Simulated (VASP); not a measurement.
# Rh (P6_3/mmc) in VASP: notebook

Runs on Rh. Level: PBE. Tasks: relaxation of shape and atoms at fixed volume.

Program: VASP 6.6.1. These are calculated values, not measurements. Logs are shortened: lines on timing, memory, paths and dates and some standing lists are left out, and cuts for length are marked.

## 1. The cell of the first run

The structure is hexagonal, space group P6_3/mmc (No. 194). Conventional cell: a = 2.397 Å, b = 2.397 Å, c = 3.861 Å, α = 90.00°, β = 90.00°, γ = 120.00°. Rh (site symmetry -6m2) has 12 Rh at 2.38 to 2.40 Å within 3.1 Å.

This isn't the form of Rh at room conditions, which is fcc.

## 2. Relaxation of shape and atoms at fixed volume, PBE

File INCAR:

```
SYSTEM = Rh
PREC = Accurate ; ENCUT = 600
EDIFF = 1E-6 ; ISMEAR = -1
SIGMA = 0.1 ; LREAL = .FALSE.
LASPH = .TRUE. ; NELM = 100
ALGO = Normal ; ISIF = 4
LWAVE = .FALSE. ; LCHARG = .FALSE.
GGA = PE ; IBRION = 2
NSW = 50 ; EDIFFG = -0.005
```

File KPOINTS:

```
Automatic mesh
0
G
  18 18 10
  0 0 0
```

File POSCAR:

```
Rh
1.0
    2.3967761975      0.0000000000      0.0000000000
   -1.1983880987      2.0756690742      0.0000000000
    0.0000000000      0.0000000000      3.8611540873
Rh
2
Direct
    0.3333333333      0.6666666667      0.2500000000
    0.6666666667      0.3333333333      0.7500000000
```

Potentials or basis: VASP PAW PBE potentials, release 64 (Rh_pv).

Launch:

```sh
$ cat potpaw_PBE.64/Rh_pv/POTCAR > POTCAR
$ mpirun -np 1 vasp_std > vasp.out
```

OUTCAR:

```text
SYSTEM = Rh
   PREC = Accurate
   ENCUT = 600
   EDIFF = 1E-6
   ISMEAR = -1
   LREAL = .FALSE.
   LASPH = .TRUE.
   NELM = 100
   ISIF = 4
   GGA = PE
   IBRION = 2
   NSW = 50
   EDIFFG = -0.005

 ion  position               nearest neighbor table
   1  0.333  0.667  0.250-   2 2.38   2 2.38   2 2.38   2 2.38   2 2.38   2 2.38
   2  0.667  0.333  0.750-   1 2.38   1 2.38   1 2.38   1 2.38   1 2.38   1 2.38

  LATTYP: Found a hexagonal cell.
 ALAT       =     2.3967761975
 C/A-ratio  =     1.6109781511

  Lattice vectors:

 A1 = (   2.3967761975,   0.0000000000,   0.0000000000)
 A2 = (  -1.1983880987,   2.0756690742,   0.0000000000)
 A3 = (   0.0000000000,   0.0000000000,   3.8611540873)

Analysis of symmetry for initial positions (statically):
=====================================================================
 Subroutine PRICEL returns:
 Original cell was already a primitive cell.

 Routine SETGRP: Setting up the symmetry group for a
 hexagonal supercell.

 Subroutine GETGRP returns: Found 24 space group operations
 (whereof 12 operations were pure point group operations)
 out of a pool of 24 trial point group operations.

The static configuration has the point symmetry D_3d.
 The point group associated with its full space group is D_6h.

Analysis of symmetry for dynamics (positions and initial velocities):
=====================================================================
 Subroutine PRICEL returns:
 Original cell was already a primitive cell.

 Routine SETGRP: Setting up the symmetry group for a
 hexagonal supercell.

 Subroutine GETGRP returns: Found 24 space group operations
 (whereof 12 operations were pure point group operations)
 out of a pool of 24 trial point group operations.

The dynamic configuration has the point symmetry D_3d.
 The point group associated with its full space group is D_6h.

 Subroutine INISYM returns: Found 24 space group operations
 (whereof 12 operations are pure point group operations),
 and found     1 'primitive' translations

----------------------------------------------------------------------------------------

                                     Primitive cell

  volume of cell :      19.2089

  direct lattice vectors                    reciprocal lattice vectors
     2.396776197  0.000000000  0.000000000     0.417227107  0.240886183  0.000000000
    -1.198388099  2.075669074  0.000000000     0.000000000  0.481772366  0.000000000
     0.000000000  0.000000000  3.861154087     0.000000000  0.000000000  0.258989923

  length of vectors
     2.396776197  2.396776197  3.861154087     0.481772366  0.481772366  0.258989923

  position of ions in fractional coordinates (direct lattice)
     0.333333333  0.666666667  0.250000000
     0.666666667  0.333333333  0.750000000

  ion indices of the primitive-cell ions
   primitive index   ion index
                 1           1
                 2           2

----------------------------------------------------------------------------------------

 KPOINTS: Automatic mesh

Automatic generation of k-mesh.
 Grid dimensions read from file:
 generate k-points for:   18   18   10

 Generating k-lattice:

  Cartesian coordinates                     Fractional coordinates (reciprocal lattice)
     0.023179284  0.013382566  0.000000000     0.055555556  0.000000000  0.000000000
     0.000000000  0.026765131  0.000000000     0.000000000  0.055555556  0.000000000
     0.000000000  0.000000000  0.025898992     0.000000000  0.000000000  0.100000000

  Length of vectors
     0.026765131  0.026765131  0.025898992

  Shift w.r.t. Gamma in fractional coordinates (k-lattice)
     0.000000000  0.000000000  0.000000000

 Subroutine IBZKPT returns following result:
 ===========================================

 Found    222 irreducible k-points:

 Following reciprocal coordinates:
            Coordinates               Weight
  0.000000  0.000000  0.000000      1.000000
  0.055556  0.000000  0.000000      6.000000
  0.111111  0.000000  0.000000      6.000000
  0.166667  0.000000  0.000000      6.000000
  0.222222  0.000000  0.000000      6.000000
  0.277778 -0.000000  0.000000      6.000000
[... 16 lines left out ...]
  0.333333  0.111111  0.000000     12.000000
  0.388889  0.111111  0.000000     12.000000
 [... further k-points ...]
   k-points           NKPTS =    222   k-points in BZ     NKDIM =    222   number of bands    NBANDS=     19
   number of dos      NEDOS =    301   number of ions     NIONS =      2
   total plane-waves  NPLWV =  12800
   dimension x,y,z NGX =    20 NGY =   20 NGZ =   32
   dimension x,y,z NGXF=    40 NGYF=   40 NGZF=   64
   ions per type =               2
   NGX,Y,Z   is equivalent  to a cutoff of  13.87, 13.87, 13.78 a.u.
   NGXF,Y,Z  is equivalent  to a cutoff of  27.74, 27.74, 27.56 a.u.
 SYSTEM =  Rh
   PREC   = accura    normal or accurate (medium, high low for compatibility)
   ISTART =      0    job   : 0-new  1-cont  2-samecut
   ICHARG =      2    charge: 1-file 2-atom 10-const
   ISPIN  =      1    spin polarized calculation?
   LNONCOLLINEAR =      F non collinear calculations
   LSORBIT =      F    spin-orbit coupling
   LASPH  =      T    aspherical Exc in radial PAW
   ENCUT  =  600.0 eV  44.10 Ry    6.64 a.u.   4.79  4.79  7.71*2*pi/ulx,y,z
   NELM   =    100;   NELMIN=  2; NELMDL= -5     # of ELM steps
   EDIFF  = 0.1E-05   stopping-criterion for ELM
   LREAL  =      F    real-space projection
   EDIFFG = -.5E-02   stopping-criterion for IOM
   NSW    =     50    number of steps for IOM
   IBRION =      2    ionic relax: 0-MD 1-quasi-New 2-CG
   NFREE  =      1    steps in history (QN), initial steepest desc. (CG)
   ISIF   =      4    stress and relaxation
   ISYM   =      2    0-nonsym 1-usesym 2-fastsym
   POTIM  = 0.5000    time-step for ionic-motion
   TEBEG  =    0.0;   TEEND  =   0.0 temperature during run
   PSTRESS=    0.0 pullay stress
   NELECT =      30.0000    total number of electrons
   NUPDOWN=      -1.0000    fix difference up-down
   EMIN   =  10.00;   EMAX   =-10.00  energy-range for DOS
   EFERMI =   0.00;   METHOD = LEGACY
   ISMEAR =    -1;   SIGMA  =   0.10  broadening in eV -4-tet -1-fermi 0-gaus
   EFERMI_NEDOS =   21; number of points for ismear=-14 and -15
   IALGO  =     38    algorithm
   IMIX   =      4    mixing-type and parameters
     AMIX     =   0.40;   BMIX     =  1.00
     AMIX_MAG =   1.60;   BMIX_MAG =  1.00
  volume/ion in A,a.u.               =       9.60        64.81
  Fermi-wavevector in a.u.,A,eV,Ry     =   1.899391  3.589328 49.085542  3.607686
  Thomas-Fermi vector in A             =   2.938739
   LORBIT       =      0    0 simple, 1 ext, 2 COOP (PROOUT), +10 PAW based schemes
   GGA     = PE    functional components
   LHFCALC =     F    Hartree Fock is set to
   AEXX    =    0.0000 exact exchange contribution
   IVDW    =     0    specifies the selected vdW correction
   LEPSILON=     F    determine dielectric tensor
   LRPA    =     F    only Hartree local field effects (RPA)
 conjugate gradient relaxation of ions
 non-spin polarized calculation
  energy-cutoff  :      600.00
  volume of cell :       19.21
 maximum number of plane-waves:       660
 NGX is ok and might be reduce to    20
   NGX =  9   NGY =  9   NGZ = 15

--------------------------------------- Ionic step        1  -------------------------------------------

 number of electron      30.0000000 magnetization

 Free energy of the ion-electron system (eV)
  ---------------------------------------------------
  ext. energy  EPLUGINS =         0.00000000
  ---------------------------------------------------
  free energy    TOTEN  =        -9.52420704 eV

  energy without entropy =       -9.46546405  energy(sigma->0) =       -9.49483554

------------------------ aborting loop because EDIFF is reached ----------------------------------------

  FORCE on cell =-STRESS in cart. coord.  units (eV):
  Direction    XX          YY          ZZ          XY          YZ          ZX
  --------------------------------------------------------------------------------------
  -------------------------------------------------------------------------------------
  Total       30.5309336     30.5309336     31.4809880      0.0000000     -0.0000000      0.0000000
  in kB     2546.5249554   2546.5249553   2625.7671168      0.0000001     -0.0000000      0.0000000
  external PRESSURE =    2572.9390092 kB  Pullay stress =       0.0000000 kB
[... 57 lines left out ...]
  energy  without entropy=       -9.4565404411  energy(sigma->0) =       -9.48660019

--------------------------------------- Ionic step        3  -------------------------------------------

 number of electron      30.0000003 magnetization

 Free energy of the ion-electron system (eV)
  ---------------------------------------------------
  ext. energy  EPLUGINS =         0.00000000
  ---------------------------------------------------
  free energy    TOTEN  =        -9.52656638 eV

  energy without entropy =       -9.46725188  energy(sigma->0) =       -9.49690913

 E-fermi :  19.9901     XC(G=0): -16.4713

 val. band max:       19.9879464495   @ k =   0.2222   0.1111   0.4000
 cond. band min:      19.9967506784   @ k =   0.3333   0.3333   0.2000
 fundamental gap:      0.0088042289
 Fermi energy:        19.9900922622

 k-point     1 :       0.0000    0.0000    0.0000
  band No.  band energies     occupation
      1     -29.5833      2.00000
      2     -27.4931      2.00000
      3     -27.4931      2.00000
      4     -27.1793      2.00000
      5     -27.1762      2.00000
      6     -27.1762      2.00000
[... 11 lines left out ...]
     18      20.6101      0.00405
     19      32.9310      0.00000
[... 489 lines left out ...]
      3     -28.5347      2.00000
      4     -28.1287      2.00000
      5     -27.7515      2.00000
      6     -27.6058      2.00000
[... 11 lines left out ...]
     18      29.3771      0.00000
     19      33.6402      0.00000

 [... further k-points ...]

------------------------ aborting loop because EDIFF is reached ----------------------------------------

  FORCE on cell =-STRESS in cart. coord.  units (eV):
  Direction    XX          YY          ZZ          XY          YZ          ZX
  --------------------------------------------------------------------------------------
  -------------------------------------------------------------------------------------
  Total       30.8279032     30.8279032     30.8390242      0.0000000      0.0000000      0.0000000
  in kB     2571.2945970   2571.2945969   2572.2221846      0.0000001      0.0000000      0.0000000
  external PRESSURE =    2571.6037928 kB  Pullay stress =       0.0000000 kB
[... 17 lines left out ...]
  FREE ENERGIE OF THE ION-ELECTRON SYSTEM (eV)
  ---------------------------------------------------
  free  energy   TOTEN  =        -9.5265663816 eV

  energy  without entropy=       -9.4672518779  energy(sigma->0) =       -9.49690913

 reached required accuracy - stopping structural energy minimisation
```

It took 2 min on 1 thread of Intel Xeon Platinum 8259CL at 2.50GHz (Skylake/Cascade Lake), shared host; peak memory 0.2 GiB.

What came out:

```yaml
Free_energy: -9.5266 eV
Energy_gained_by_relaxing: 1.2 meV/atom
Ionic_steps: 3
Pressure_after_relaxing: 257.2 GPa
Band_gap_on_the_k_mesh: zero (bands 15 and 16 overlap by 4.19 eV)
```

Step by step:
```tsv
step	energy change (eV)	largest force (eV/Å)	pressure (GPa)	volume (Å³)
1	0.0000	0.0000	257.29	19.21
2	0.0075	0.0000	257.18	19.21
3	-0.0024	0.0000	257.16	19.21
```

Final structure:
```yaml
crystal:
  lattice:
    - [2.39077, 0.00000, 0.00000]
    - [-1.19538, 2.07046, 0.00000]
    - [0.00000, 0.00000, 3.88059]
  atoms:
    - { symbol: Rh, position: [0.33333, 0.66667, 0.25000] }
    - { symbol: Rh, position: [0.66667, 0.33333, 0.75000] }
```

## 3. Relaxation of shape and atoms at fixed volume, PBE

This run uses another cell than the first one, of 11.02 Å³/atom.

File INCAR:

```
PREC = Accurate
ENCUT = 600
EDIFF = 1E-6
ISMEAR = -1
SIGMA = 0.1
LREAL = False
LASPH = True
NELM = 100
ALGO = Normal
ISIF = 4
LWAVE = False
LCHARG = False
GGA = PE
IBRION = 2
NSW = 50
EDIFFG = -0.005
```

File KPOINTS:

```
Automatic mesh
0
Gamma
  18 18 10
```

File POSCAR:

```
Rh
1.0
    2.5089348249      0.0000000000      0.0000000000
   -1.2544674124      2.1728012948      0.0000000000
    0.0000000000      0.0000000000      4.0418391855
Rh
2
Direct
    0.3333333333      0.6666666667      0.2500000000
    0.6666666667      0.3333333333      0.7500000000
```

Potentials or basis: VASP PAW PBE potentials, release 64 (Rh_pv).

Launch:

```sh
$ cat potpaw_PBE.64/Rh_pv/POTCAR > POTCAR
$ mpirun -np 1 vasp_std > vasp.out
```

Wall time 1.9 min (1 thread of Intel Xeon Platinum 8259CL at 2.50GHz (Skylake/Cascade Lake), shared host); peak memory 0.21 GiB.

The run converged. Its results:

```
Free energy               : -12.7067 eV
Energy gained by relaxing : 0.4 meV/atom
Ionic steps               : 3
Pressure after relaxing   : 118.0 GPa
Band gap on the k mesh    : zero (bands 15 and 16 overlap by 3.43 eV)
```

The path:
```csv
step,energy change (eV),largest force (eV/Å),pressure (GPa),volume (Å³)
1,0.0000,0.0000,118.07,22.03
2,0.0005,0.0000,118.03,22.03
3,-0.0009,0.0000,118.05,22.03
```

Final structure:
```yaml
crystal:
  lattice:
    - [2.50438, 0.00000, 0.00000]
    - [-1.25219, 2.16885, 0.00000]
    - [0.00000, 0.00000, 4.05656]
  atoms:
    - { symbol: Rh, position: [0.33333, 0.66667, 0.25000] }
    - { symbol: Rh, position: [0.66667, 0.33333, 0.75000] }
```

Levels at points of the mesh, in eV from the Fermi level:
```
           k point  band 13  band 14  band 15  band 16  band 17  band 18
(0.00, 0.00, 0.00)    -3.56    -2.70    -2.70     0.17     0.17     0.56
(0.50, 0.00, 0.00)    -2.90     0.66     0.94     1.10     3.93     6.54
(0.00, 0.00, 0.50)    -4.33    -4.33    -0.60    -0.60    -0.60    -0.60
(0.50, 0.00, 0.50)    -0.49    -0.49     0.92     0.92     3.21     3.21
```

## 4. Relaxation of shape and atoms at fixed volume, PBE

This run uses another cell than the first one, of 12.43 Å³/atom.

File INCAR:

```
  PREC = Accurate
  ENCUT = 600
  EDIFF = 1E-7
  ISMEAR = -1
  SIGMA = 0.1
  LREAL = F
  LASPH = T
  NELM = 80
  ALGO = Normal
  ISIF = 4
  LWAVE = F
  LCHARG = F
  GGA = PE
  IBRION = 2
  NSW = 50
  EDIFFG = -0.005
```

KPOINTS is that of step 3.

File POSCAR:

```
Rh
1.0
    2.6118730817      0.0000000000      0.0000000000
   -1.3059365408      2.2619484403      0.0000000000
    0.0000000000      0.0000000000      4.2076704682
Rh
2
Direct
    0.3333333333      0.6666666667      0.2500000000
    0.6666666667      0.3333333333      0.7500000000
```

Launch:

```sh
$ cat potpaw_PBE.64/Rh_pv/POTCAR > POTCAR
$ mpirun -np 1 vasp_std > vasp.out
```

Wall time 2.6 min (1 thread of Intel Xeon Platinum 8259CL at 2.50GHz (Skylake/Cascade Lake), shared host); peak memory 0.24 GiB.

Results (log left out):

- Free energy: -14.0795 eV
- Energy gained by relaxing: 0.1 meV/atom
- Ionic steps: 3
- Pressure after relaxing: 44.7 GPa
- Band gap on the k mesh: zero (bands 15 and 16 overlap by 2.85 eV)

Step by step:
| step | energy change (eV) | largest force (eV/Å) | pressure (GPa) | volume (Å³) |
| --- | --- | --- | --- | --- |
| 1 | 0.0000 | 0.0000 | 44.73 | 24.86 |
| 2 | -0.0001 | 0.0000 | 44.70 | 24.86 |
| 3 | -0.0002 | 0.0000 | 44.71 | 24.86 |

Final structure:
```
CELL_PARAMETERS angstrom
2.60908 0.00000 0.00000
-1.30454 2.25953 0.00000
0.00000 0.00000 4.21668
ATOMIC_POSITIONS crystal
Rh 0.33333 0.66667 0.25000
Rh 0.66667 0.33333 0.75000
```

Levels at points of the mesh, in eV from the Fermi level:
```csv
k point,band 13,band 14,band 15,band 16,band 17,band 18
"(0.00, 0.00, 0.00)",-2.94,-2.25,-2.25,0.16,0.16,0.64
"(0.50, 0.00, 0.00)",-2.50,0.52,0.77,0.88,3.39,5.73
"(0.00, 0.00, 0.50)",-3.69,-3.69,-0.50,-0.50,-0.50,-0.50
"(0.50, 0.00, 0.50)",-0.39,-0.39,0.74,0.74,2.88,2.88
```

## 5. Overview

| cell | gap on the mesh (eV) | pressure (GPa) |
| --- | --- | --- |
| relaxed from a = 2.397, b = 2.397, c = 3.861 Å, angles 90.0, 90.0, 120.0°, 2 atoms | none | 257.2 |
| relaxed from a = 2.509, b = 2.509, c = 4.042 Å, angles 90.0, 90.0, 120.0°, 2 atoms | none | 118.0 |
| relaxed from a = 2.612, b = 2.612, c = 4.208 Å, angles 90.0, 90.0, 120.0°, 2 atoms | none | 44.7 |

Alike in all rows: task relaxation of shape and atoms at fixed volume; level PBE; potentials or basis VASP PAW PBE potentials, release 64 (Rh_pv); no spin polarisation; k mesh 18 × 18 × 10; cutoff (eV) 600; smearing fermi-dirac 0.1 eV.

Total energies depend on the potentials used, so only differences within one code and one set of settings carry meaning.
